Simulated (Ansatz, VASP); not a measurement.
One calculation of MgO, two programs

```
CELL_PARAMETERS angstrom
5.52307 0.00000 0.00000
0.00000 5.52307 0.00000
0.00000 0.00000 5.52307
ATOMIC_POSITIONS crystal
Mg 0.25000 0.99765 0.50000
Mg 0.00000 0.50235 0.25000
Mg 0.50000 0.75000 0.00000
Mg 0.75000 0.99765 0.50000
Mg 0.00000 0.50235 0.75000
Mg 0.50000 0.25000 0.00000
O 0.25000 0.53100 0.00000
O 0.50000 0.96900 0.25000
O 0.00000 0.75000 0.50000
O 0.75000 0.53100 0.00000
O 0.50000 0.96900 0.75000
O 0.00000 0.25000 0.50000
```

Change from the starting cell: mode 14 frozen in at -0.072 Å and mode 24 at +0.115 Å (largest displacements).

Alike in both runs: task single point; functional LDA; k mesh 4 × 4 × 4; occupations gaussian, width 0.05 eV; no spin polarisation.

|  | VASP | Ansatz |
| --- | --- | --- |
| version | VASP 6.6.1 | Ansatz 0.2.0 |
| potentials or method | VASP PAW LDA potentials, release 64 (Mg, O), cutoff 520 eV | scalar-relativistic, plane waves, PAW |
| valence electrons in the cell | 48 | 96 |

|  | VASP | Ansatz | Ansatz less VASP |
| --- | --- | --- | --- |
| gap on the k mesh at the Fermi level (eV) | 2.70 | 2.71 | +0.011 |
| least direct gap on the mesh (eV) | 2.70 | 2.71 | +0.011 |
| pressure (GPa) | 0.4 | 1.0 | +0.64 |
| traceless stress, the component that is largest in VASP (GPa) | -0.40 | -0.42 | -0.018 |
| rms of the force components (eV/Å) | 0.817 | 0.795 | -0.0221 |

Ansatz warns that its potentials were made for another functional, while VASP's fit it. LDA's correlation is that of Perdew and Zunger in VASP and of Perdew and Wang (1992) in Ansatz. Atom by atom the forces differ by 0.023 eV/Å (rms over components). VASP's potentials hold 48 valence electrons a cell and Ansatz's 96, so a difference there can come from the potentials and not from the codes.
